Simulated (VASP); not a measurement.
Input of a VASP 6.6.1 run:

INCAR

```
SYSTEM = Cu
ALGO = Fast
EDIFF = 1E-7
EDIFFG = -0.01
ENCUT = 600
GGA = PE
IBRION = 2
ISIF = 3
ISMEAR = 0
LASPH = .TRUE.
LCHARG = .FALSE.
LREAL = .FALSE.
LWAVE = .FALSE.
NELM = 80
NSW = 80
PREC = Accurate
SIGMA = 0.1
```

Contents of KPOINTS:

```
k-points
0
G
  12 12 12
  0 0 0
```

The input POSCAR:

```
Cu
1.0
   -1.4427933200      1.4427933200      1.3760814500
    1.4427933200     -1.4427933200      1.3760814500
    1.4427933200      1.4427933200     -1.3760814500
Cu
1
Direct
    0.0000000000      0.0000000000      0.0000000000
```

Potentials or basis: VASP PAW PBE potentials, release 64 (Cu).

Command:

```bash
$ cat potpaw_PBE.64/Cu/POTCAR > POTCAR
$ mpirun -np 1 vasp_std > vasp.out
```

(1) Estimate the relaxed cell.

(2) What does it give for the band gap on the k mesh?

(3) Predict the space group after relaxing (to 0.1 Å).

Answers

(1) a = 2.508 Å, b = 2.508 Å, c = 2.508 Å, α = 106.91°, β = 106.91°, γ = 114.73°.

(2) zero (an odd number of electrons rules out a gap without spin polarisation).

(3) I4/mmm (No. 139).
